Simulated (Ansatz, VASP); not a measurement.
Two plane-wave programs on Hf

INCAR

```
PREC = Accurate ; ENCUT = 520
EDIFF = 1E-7 ; ISMEAR = 0
SIGMA = 0.15 ; LREAL = F
LASPH = T ; NELM = 100
ALGO = Fast ; ISIF = 2
LWAVE = F ; LCHARG = F
GGA = PS ; NBANDS = 11
```

File KPOINTS:

```
Automatic mesh
0
Gamma
  18 18 18
```

File POSCAR:

```
Hf
1.0
    0.0000000000      2.0424000000      2.1312000000
    2.0424000000      0.0000000000      2.1312000000
    2.0424000000      2.0424000000      0.0000000000
Hf
1
Direct
    0.0000000000      0.0000000000      0.0000000000
```

Input for Ansatz:

```yaml
crystal:
  lattice:
    - [0.0, 2.0424, 2.1312]
    - [2.0424, 0.0, 2.1312]
    - [2.0424, 2.0424, 0.0]
  atoms:
    - { symbol: Hf, position: [0.0, 0.0, 0.0] }
basis:
  ecutwfc: 420
kpoints:
  mp_grid: { grid: [18, 18, 18] }
hamiltonian:
  xc: pbesol
scf:
  occupations: { method: gaussian, width: 0.15 }
output:
  forces: true
  stress: true
  eigenvalues: true
```

Change from the starting cell: strain -0.080 along x and y, -0.040 along z, atoms carried along.

Alike in both runs: task single point; functional PBEsol; k mesh 18 × 18 × 18; occupations gaussian, width 0.15 eV; no spin polarisation.

|  | VASP | Ansatz |
| --- | --- | --- |
| version | VASP 6.6.1 | Ansatz 0.2.0 |
| potentials or method | VASP PAW PBE potentials, release 64 (Hf_pv), cutoff 520 eV | scalar-relativistic, plane waves, PAW |
| valence electrons in the cell | 10 | 26 |

Ansatz gave:

```
gap on the k mesh at the Fermi level (eV)                     : none
pressure (GPa)                                                : 28.8
traceless stress, the component that is largest in VASP (GPa) : -1.58
```

Q: What did VASP give for the same quantities?

A: gap on the k mesh at the Fermi level (eV): none; pressure (GPa): 28.4; traceless stress, the component that is largest in VASP (GPa): -1.61.

VASP's potentials were made for PBE, not for PBEsol. A gap of «none» marks a metal or a gap that the smearing closes. Both programs put the cell under a high pressure, so it lies far from rest at this level. VASP's potentials hold 10 valence electrons a cell and Ansatz's 26, so a difference there can come from the potentials and not from the codes.

Neither program's run includes spin-orbit coupling.
